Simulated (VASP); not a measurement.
A run of VASP 6.6.1 is set up as follows.

File INCAR:

```
SYSTEM = KI
  PREC = Accurate
  ENCUT = 520
  EDIFF = 1E-6
  ISMEAR = 0
  SIGMA = 0.01
  LREAL = .False.
  LASPH = .True.
  NELM = 150
  ALGO = Normal
  ISIF = 2
  LWAVE = .False.
  LCHARG = .False.
  MAGMOM = 0 0 0 0 0 0
  LORBIT = 11
  LSORBIT = .True.
  GGA_COMPAT = .False.
  LORBMOM = .True.
  GGA = PE
  NBANDS = 28
```

Contents of KPOINTS:

```
Automatic mesh
0
Gamma
  6 6 6
  0 0 0
```

The input POSCAR:

```
KI
1.0
    0.0000000000      3.9658927787      3.9658927787
    3.9658927787      0.0000000000      3.9658927787
    3.9658927787      3.9658927787      0.0000000000
K I
1 1
Direct
    0.0000000000      0.0000000000      0.0000000000
    0.2500000000      0.2500000000      0.2500000000
```

Potentials or basis: VASP PAW PBE potentials, release 64 (K_sv, I).

Run with:

```bash
$ cat potpaw_PBE.64/K_sv/POTCAR potpaw_PBE.64/I/POTCAR > POTCAR
$ mpirun -np 1 vasp_ncl > vasp.out
```

(1) Predict the pressure.

(2) Predict the net moment.

Answers

(1) 0.2 GPa.

(2) 0.00 μB per cell.
